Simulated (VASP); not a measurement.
# Hg (P6/mmm) in VASP: single point with PBEsol

Aim: the single point of Hg with PBEsol.

Program: VASP 6.6.1. These are calculated values, not measurements. Logs are shortened: lines on timing, memory, paths and dates and some standing lists are left out, and cuts for length are marked.

## (1) The cell of the first run

The structure is hexagonal, space group P6/mmm (No. 191). Conventional cell: a = 4.540 Å, b = 4.540 Å, c = 3.947 Å, α = 90.00°, β = 90.00°, γ = 120.00°. Within 3.5 Å of Hg (site symmetry -6m2) lie 9 Hg at 2.62 to 3.28 Å. Hg (site symmetry 6/mmm) has 14 Hg at 3.28 to 3.95 Å within 4.3 Å.

## (2) Single point, PBEsol (zz strain of +2 %)

Contents of INCAR:

```
ALGO = Normal
EDIFF = 1E-7
ENCUT = 520
GGA = PS
ISIF = 2
ISMEAR = -1
LASPH = True
LCHARG = False
LREAL = False
LWAVE = False
NBANDS = 25
NELM = 60
PREC = Accurate
SIGMA = 0.05
```

Contents of KPOINTS:

```
k-points
0
Gamma
  8 8 9
```

Contents of POSCAR:

```
Hg
1.0
    4.5400020208      0.0000000000      0.0000000000
   -2.2700010104      3.9317570832      0.0000000000
    0.0000000000      0.0000000000      3.9474000000
Hg
3
Direct
    0.3333333333      0.6666666667      0.5000000000
    0.0000000000      0.0000000000      0.0000000000
    0.6666666667      0.3333333333      0.5000000000
```

Potentials or basis: VASP PAW PBE potentials, release 64 (Hg).

On the command line:

```sh
$ cat potpaw_PBE.64/Hg/POTCAR > POTCAR
$ mpirun -np 1 vasp_std > vasp.out
```

OUTCAR:

```text
EDIFF = 1E-7
   ENCUT = 520
   GGA = PS
   ISIF = 2
   ISMEAR = -1
   LASPH = True
   LREAL = False
   NELM = 60
   PREC = Accurate

 ion  position               nearest neighbor table
   1  0.333  0.667  0.500-   3 2.62   3 2.62   3 2.62   2 3.28   2 3.28   2 3.28   2 3.28   2 3.28
                             2 3.28
   2  0.000  0.000  0.000-   1 3.28   3 3.28   1 3.28   3 3.28   1 3.28   1 3.28   3 3.28   3 3.28
                             3 3.28   3 3.28   1 3.28   1 3.28
   3  0.667  0.333  0.500-   1 2.62   1 2.62   1 2.62   2 3.28   2 3.28   2 3.28   2 3.28   2 3.28
                             2 3.28

  LATTYP: Found a hexagonal cell.
 ALAT       =     4.5400020208
 C/A-ratio  =     0.8694709786

  Lattice vectors:

 A1 = (   4.5400020208,   0.0000000000,   0.0000000000)
 A2 = (  -2.2700010104,   3.9317570832,   0.0000000000)
 A3 = (   0.0000000000,   0.0000000000,   3.9474000000)

Analysis of symmetry for initial positions (statically):
=====================================================================
 Subroutine PRICEL returns:
 Original cell was already a primitive cell.

 Routine SETGRP: Setting up the symmetry group for a
 hexagonal supercell.

 Subroutine GETGRP returns: Found 24 space group operations
 (whereof 24 operations were pure point group operations)
 out of a pool of 24 trial point group operations.

The static configuration has the point symmetry D_6h.

Analysis of symmetry for dynamics (positions and initial velocities):
=====================================================================
 Subroutine PRICEL returns:
 Original cell was already a primitive cell.

 Routine SETGRP: Setting up the symmetry group for a
 hexagonal supercell.

 Subroutine GETGRP returns: Found 24 space group operations
 (whereof 24 operations were pure point group operations)
 out of a pool of 24 trial point group operations.

The dynamic configuration has the point symmetry D_6h.

 Subroutine INISYM returns: Found 24 space group operations
 (whereof 24 operations are pure point group operations),
 and found     1 'primitive' translations

----------------------------------------------------------------------------------------

                                     Primitive cell

  volume of cell :      70.4618

  direct lattice vectors                    reciprocal lattice vectors
     4.540002021  0.000000000  0.000000000     0.220264219  0.127169606  0.000000000
    -2.270001010  3.931757083  0.000000000     0.000000000  0.254339212  0.000000000
     0.000000000  0.000000000  3.947400000     0.000000000  0.000000000  0.253331307

  length of vectors
     4.540002021  4.540002021  3.947400000     0.254339212  0.254339212  0.253331307

  position of ions in fractional coordinates (direct lattice)
     0.333333333  0.666666667  0.500000000
     0.000000000  0.000000000  0.000000000
     0.666666667  0.333333333  0.500000000

  ion indices of the primitive-cell ions
   primitive index   ion index
                 1           1
                 2           2
                 3           3

----------------------------------------------------------------------------------------

 KPOINTS: k-points

Automatic generation of k-mesh.
 Grid dimensions read from file:
 generate k-points for:    8    8    9

 Generating k-lattice:

  Cartesian coordinates                     Fractional coordinates (reciprocal lattice)
     0.027533027  0.015896201  0.000000000     0.125000000  0.000000000  0.000000000
     0.000000000  0.031792402  0.000000000     0.000000000  0.125000000  0.000000000
     0.000000000  0.000000000  0.028147923     0.000000000  0.000000000  0.111111111

  Length of vectors
     0.031792402  0.031792402  0.028147923

  Shift w.r.t. Gamma in fractional coordinates (k-lattice)
     0.000000000  0.000000000  0.000000000

 Subroutine IBZKPT returns following result:
 ===========================================

 Found     50 irreducible k-points:

 Following reciprocal coordinates:
            Coordinates               Weight
  0.000000  0.000000  0.000000      1.000000
  0.125000  0.000000  0.000000      6.000000
  0.250000  0.000000  0.000000      6.000000
  0.375000 -0.000000  0.000000      6.000000
  0.500000  0.000000  0.000000      3.000000
  0.125000  0.125000  0.000000      6.000000
[... 16 lines left out ...]
  0.250000  0.000000  0.222222     12.000000
  0.375000 -0.000000  0.222222     12.000000
 [... further k-points ...]
   k-points           NKPTS =     50   k-points in BZ     NKDIM =     50   number of bands    NBANDS=     25
   number of dos      NEDOS =    301   number of ions     NIONS =      3
   total plane-waves  NPLWV =  38880
   dimension x,y,z NGX =    36 NGY =   36 NGZ =   30
   dimension x,y,z NGXF=    72 NGYF=   72 NGZF=   60
   ions per type =               3
   NGX,Y,Z   is equivalent  to a cutoff of  13.18, 13.18, 12.63 a.u.
   NGXF,Y,Z  is equivalent  to a cutoff of  26.36, 26.36, 25.27 a.u.
 SYSTEM =  unknown system
   PREC   = accura    normal or accurate (medium, high low for compatibility)
   ISTART =      0    job   : 0-new  1-cont  2-samecut
   ICHARG =      2    charge: 1-file 2-atom 10-const
   ISPIN  =      1    spin polarized calculation?
   LNONCOLLINEAR =      F non collinear calculations
   LSORBIT =      F    spin-orbit coupling
   LASPH  =      T    aspherical Exc in radial PAW
   ENCUT  =  520.0 eV  38.22 Ry    6.18 a.u.   8.44  8.44  7.34*2*pi/ulx,y,z
   NELM   =     60;   NELMIN=  2; NELMDL= -5     # of ELM steps
   EDIFF  = 0.1E-06   stopping-criterion for ELM
   LREAL  =      F    real-space projection
   EDIFFG = 0.1E-05   stopping-criterion for IOM
   NSW    =      0    number of steps for IOM
   IBRION =     -1    ionic relax: 0-MD 1-quasi-New 2-CG
   NFREE  =      0    steps in history (QN), initial steepest desc. (CG)
   ISIF   =      2    stress and relaxation
   ISYM   =      2    0-nonsym 1-usesym 2-fastsym
   POTIM  = 0.5000    time-step for ionic-motion
   TEBEG  =    0.0;   TEEND  =   0.0 temperature during run
   PSTRESS=    0.0 pullay stress
   NELECT =      36.0000    total number of electrons
   NUPDOWN=      -1.0000    fix difference up-down
   EMIN   =  10.00;   EMAX   =-10.00  energy-range for DOS
   EFERMI =   0.00;   METHOD = LEGACY
   ISMEAR =    -1;   SIGMA  =   0.05  broadening in eV -4-tet -1-fermi 0-gaus
   EFERMI_NEDOS =   21; number of points for ismear=-14 and -15
   IALGO  =     38    algorithm
   IMIX   =      4    mixing-type and parameters
     AMIX     =   0.40;   BMIX     =  1.00
     AMIX_MAG =   1.60;   BMIX_MAG =  1.00
  volume/ion in A,a.u.               =      23.49       158.50
  Fermi-wavevector in a.u.,A,eV,Ry     =   1.308753  2.473185 23.304529  1.712835
  Thomas-Fermi vector in A             =   2.439398
   LORBIT       =      0    0 simple, 1 ext, 2 COOP (PROOUT), +10 PAW based schemes
   GGA     = PS    functional components
   LHFCALC =     F    Hartree Fock is set to
   AEXX    =    0.0000 exact exchange contribution
   IVDW    =     0    specifies the selected vdW correction
   LEPSILON=     F    determine dielectric tensor
   LRPA    =     F    only Hartree local field effects (RPA)
 non-spin polarized calculation
  energy-cutoff  :      520.00
  volume of cell :       70.46
 maximum number of plane-waves:      1953
 NGX is ok and might be reduce to    36
   NGX = 17   NGY = 17   NGZ = 15

 number of electron      36.0000006 magnetization

 Free energy of the ion-electron system (eV)
  ---------------------------------------------------
  ext. energy  EPLUGINS =         0.00000000
  ---------------------------------------------------
  free energy    TOTEN  =        -1.04584163 eV

  energy without entropy =       -1.03389373  energy(sigma->0) =       -1.03986768

 E-fermi :   2.8353     XC(G=0): -10.9946

 val. band max:        2.8305854500   @ k =   0.3750   0.1250   0.3333
 cond. band min:       2.8387584809   @ k =   0.2500   0.1250   0.3333
 fundamental gap:      0.0081730309
 Fermi energy:         2.8353320240

 k-point     1 :       0.0000    0.0000    0.0000
  band No.  band energies     occupation
      1      -7.1098      2.00000
      2      -5.3497      2.00000
      3      -5.1330      2.00000
      4      -5.1330      2.00000
      5      -4.9329      2.00000
      6      -4.9329      2.00000
[... 17 lines left out ...]
     24      10.5188      0.00000
     25      14.8764      0.00000

 k-point     2 :       0.1250    0.0000    0.0000
  band No.  band energies     occupation
      1      -6.9421      2.00000
      2      -5.4052      2.00000
      3      -5.3521      2.00000
      4      -5.2677      2.00000
      5      -5.0431      2.00000
      6      -4.9953      2.00000
[... 17 lines left out ...]
     24      10.8355      0.00000
     25      13.9872      0.00000

 k-point     3 :       0.2500    0.0000    0.0000
  band No.  band energies     occupation
      1      -6.4877      2.00000
      2      -5.7990      2.00000
      3      -5.6152      2.00000
      4      -5.2204      2.00000
      5      -5.0768      2.00000
      6      -5.0314      2.00000
[... 17 lines left out ...]
     24      12.1127      0.00000
     25      12.2354      0.00000

 k-point     4 :       0.3750   -0.0000    0.0000
  band No.  band energies     occupation
      1      -6.1531      2.00000
      2      -5.8825      2.00000
      3      -5.7817      2.00000
      4      -5.3488      2.00000
      5      -4.9395      2.00000
      6      -4.7968      2.00000
[... 17 lines left out ...]
     24      11.7971      0.00000
     25      12.2088      0.00000
[... 477 lines left out ...]
 k-point    22 :       0.1250    0.0000    0.2222
  band No.  band energies     occupation
      1      -6.7046      2.00000
      2      -5.4245      2.00000
      3      -5.4083      2.00000
      4      -5.1756      2.00000
      5      -5.1555      2.00000
      6      -4.9393      2.00000
[... 17 lines left out ...]
     24      11.0130      0.00000
     25      11.1480      0.00000

 k-point    23 :       0.2500    0.0000    0.2222
  band No.  band energies     occupation
      1      -6.3850      2.00000
      2      -5.7361      2.00000
      3      -5.6512      2.00000
      4      -5.2649      2.00000
      5      -5.1780      2.00000
      6      -4.7026      2.00000
[... 17 lines left out ...]
     24      10.3295      0.00000
     25      12.6762      0.00000

 k-point    24 :       0.3750   -0.0000    0.2222
  band No.  band energies     occupation
      1      -6.1572      2.00000
      2      -5.8435      2.00000
      3      -5.8073      2.00000
      4      -5.3364      2.00000
      5      -5.1528      2.00000
      6      -4.3957      2.00000
[... 17 lines left out ...]
     24      11.5267      0.00000
     25      13.6548      0.00000

 [... further k-points ...]
[... 5 lines left out ...]
  --------------------------------------------------------------------------------------
  -------------------------------------------------------------------------------------
  Total        5.3794196      5.3794196     -0.3923455     -0.0000000     -0.0000000      0.0000000
  in kB      122.3184988    122.3184988     -8.9212442     -0.0000000     -0.0000000      0.0000000
  external PRESSURE =      78.5719178 kB  Pullay stress =       0.0000000 kB

 VOLUME and BASIS-vectors are now :
 -----------------------------------------------------------------------------
  energy-cutoff  :      520.00
  volume of cell :       70.46
      direct lattice vectors                 reciprocal lattice vectors
     4.540002021  0.000000000  0.000000000     0.220264219  0.127169606  0.000000000
    -2.270001010  3.931757083  0.000000000     0.000000000  0.254339212  0.000000000
     0.000000000  0.000000000  3.947400000     0.000000000  0.000000000  0.253331307

 POSITION                                       TOTAL-FORCE (eV/Angst)
 -----------------------------------------------------------------------------------
     -0.00000      2.62117      1.97370        -0.000000      0.000000     -0.000000
      0.00000      0.00000      0.00000        -0.000000      0.000000      0.000000
      2.27000      1.31059      1.97370         0.000000     -0.000000      0.000000
 -----------------------------------------------------------------------------------
    total drift:                                0.000000     -0.000000     -0.000000

  FREE ENERGIE OF THE ION-ELECTRON SYSTEM (eV)
  ---------------------------------------------------
  free  energy   TOTEN  =        -1.0458416303 eV

  energy  without entropy=       -1.0338937284  energy(sigma->0) =       -1.03986768
```

It took 2 min on 1 thread of Intel Xeon 8259CL, shared host; peak memory 0.22 GiB.

What came out:

| Property | Result |
| --- | --- |
| Free energy | -1.0458 eV |
| Pressure | 7.9 GPa |
| Band gap on the k mesh | zero (bands 18 and 19 overlap by 5.11 eV) |

Levels at points of the mesh, in eV from the Fermi level:
```tsv
k point	band 15	band 16	band 17	band 18	band 19	band 20	band 21	band 22
(0.00, 0.00, 0.00)	-5.92	-5.92	0.30	1.68	2.73	3.60	3.60	3.91
(0.50, 0.00, 0.00)	-5.88	-5.70	-4.94	-0.59	0.27	5.80	5.84	6.67
```

Caveat: the cell differs from its parent crystal (zz strain of +2 %); the cell stands under pressure; the PAW data sets were made with another functional, which shifts forces and pressure a little; spin-orbit coupling is left out, which moves the levels of the heavy elements.
